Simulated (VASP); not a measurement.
Input of a VASP 6.6.1 run:

The input POSCAR:

```
SnSe
1.0
    4.3067540562      0.0000000000      0.0000000000
    0.0000000000      4.3067540562      0.0000000000
    0.0000000000      0.0000000000     10.9906921300
Sn Se
2 2
Direct
    0.5000000000      0.0000000000      0.3722291100
    0.0000000000      0.5000000000      0.6277708900
    0.5000000000      0.0000000000      0.6160394900
    0.0000000000      0.5000000000      0.3839605100
```

The input INCAR.step1:

```
PREC     = Accurate       # precision mode
ENCUT    = 520            # plane-wave cutoff, eV
ISMEAR   = 0              # smearing method
SIGMA    = 0.05           # smearing width, eV
LREAL    = False          # projectors in reciprocal space
LASPH    = True           # aspherical terms in the spheres
NELM     = 100            # most SCF steps
NBANDS   = 28             # bands
GGA      = PE             # functional
ALGO     = Normal         # electronic algorithm
EDIFF    = 1E-4           # SCF threshold, eV
LWAVE    = True           # write WAVECAR
LCHARG   = False          # write CHGCAR
```

File INCAR.step2:

```
PREC     = Accurate       # precision mode
ENCUT    = 520            # plane-wave cutoff, eV
EDIFF    = 1E-6           # SCF threshold, eV
ISMEAR   = 0              # smearing method
SIGMA    = 0.05           # smearing width, eV
LREAL    = False          # projectors in reciprocal space
LASPH    = True           # aspherical terms in the spheres
NELM     = 100            # most SCF steps
ALGO     = Normal         # electronic algorithm
ISIF     = 2              # what is computed and relaxed
LWAVE    = False          # write WAVECAR
LCHARG   = False          # write CHGCAR
METAGGA  = R2SCAN         # meta-GGA
LMIXTAU  = True         
NBANDS   = 28             # bands
ISTART   = 1
```

The input KPOINTS:

```
Automatic mesh
0
Gamma
  6 6 4
```

Potentials or basis: VASP PAW PBE potentials, release 64 (Sn_d, Se).

The run is started by

```console
$ cat potpaw_PBE.64/Sn_d/POTCAR potpaw_PBE.64/Se/POTCAR > POTCAR
$ cp INCAR.step1 INCAR
$ mpirun -np 1 vasp_std > vasp.out
$ cp INCAR.step2 INCAR
$ mpirun -np 1 vasp_std > vasp.out
```

Task: Estimate the band gap on the k mesh.

Result: 1.77 eV.

Task: Estimate the largest force.

Result: 0.015 eV/Å.

Forces in eV/Å, atoms in the order of the input:
```
Sn   0.000  0.000  0.015
Sn   0.000  0.000 -0.015
Se   0.000  0.000 -0.013
Se   0.000  0.000  0.013
```

Caveat: the cell differs from its parent crystal (strain +0.0050 x Voigt [1, 1, 0, 0, 0, 0]); there is no dipole correction, which matters where the two faces differ; the PAW data sets were made with another functional, which shifts forces and pressure a little; spin-orbit coupling is left out, which moves the levels of the heavy elements.
